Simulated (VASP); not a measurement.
## MgO: relaxation of cell and atoms with LDA

Crystal: MgO.

```
CELL_PARAMETERS angstrom
2.07959 2.07959 0.00000
-2.07959 2.07959 0.00000
0.00000 2.07959 2.07959
ATOMIC_POSITIONS crystal
Mg 0.00000 0.00000 0.00000
O 0.50000 0.50000 0.00000
```

| Property | Result |
| --- | --- |
| Program | VASP 6.6.1 |
| Task | relaxation of cell and atoms |
| Functional | LDA |
| Potentials or basis | VASP PAW LDA potentials, release 64 (Mg, O) |
| Cutoff | 600 eV |
| k mesh | 10 × 10 × 10 |
| Occupations | gaussian, width 0.01 eV |
| Spin | no spin polarisation |
| Target pressure | 10 GPa |
| Dipole correction | no |
| Further INCAR settings | ALGO = Normal; EDIFF = 1e-06; IBRION = 2; EDIFFG = -0.002; NSW = 100; ISIF = 3 |

```
Relaxed volume                                         : 8.46 Å³/atom
Relaxed cell                                           : a = 2.881 Å, b = 2.881 Å, c = 2.881 Å, α = 60.00°, β = 60.00°, γ = 90.00°
Space group after relaxing (to 0.05 Å)                 : Fm-3m (No. 225)
Energy change on relaxing (the enthalpy is what falls) : +12.4 meV/atom
Ionic steps                                            : 3
Pressure after relaxing                                : 10.0 GPa
Band gap on the k mesh                                 : 5.69 eV, direct
```

Step by step:
```
step  energy change (eV)  largest force (eV/Å)  pressure (GPa)  volume (Å³)
   1              0.0000                0.0000           -1.93        17.99
   2              0.0794                0.0000           18.74        16.30
   3              0.0248                0.0000            9.98        16.91
```

Final structure:
```cif
data_structure
_symmetry_space_group_name_H-M 'P 1'
_symmetry_Int_Tables_number 1
_cell_length_a 2.8813
_cell_length_b 2.8813
_cell_length_c 2.8813
_cell_angle_alpha 60.000
_cell_angle_beta 60.000
_cell_angle_gamma 90.000
_cell_volume 16.91
loop_
_atom_site_label
_atom_site_type_symbol
_atom_site_fract_x
_atom_site_fract_y
_atom_site_fract_z
_atom_site_occupancy
Mg1 Mg 0.00000 0.00000 0.00000 1
O1 O 0.50000 0.50000 0.00000 1
```

Levels at points of the mesh, in eV from the valence-band top:
```
           k point  band 1  band 2  band 3  band 4  band 5  band 6  band 7  band 8
(0.00, 0.00, 0.00)  -17.55    0.00    0.00    0.00    5.69   16.07   16.07   16.07
(0.50, 0.00, 0.00)  -15.92   -5.16   -0.79   -0.79    8.38   13.54   17.04   17.04
(0.50, 0.50, 0.00)  -15.62   -4.58   -1.52   -1.52    8.97   10.82   13.97   20.18
```

Wall time 10 s on 1 thread of Intel(R) Xeon(R) Platinum 8259CL CPU @ 2.50GHz (Skylake/Cascade Lake), with other jobs on the host, peak memory 0.14 GiB.

Caveat: the cell is relaxed towards a set pressure, so the enthalpy falls and the energy may rise. LDA usually gives volumes a few per cent too small.
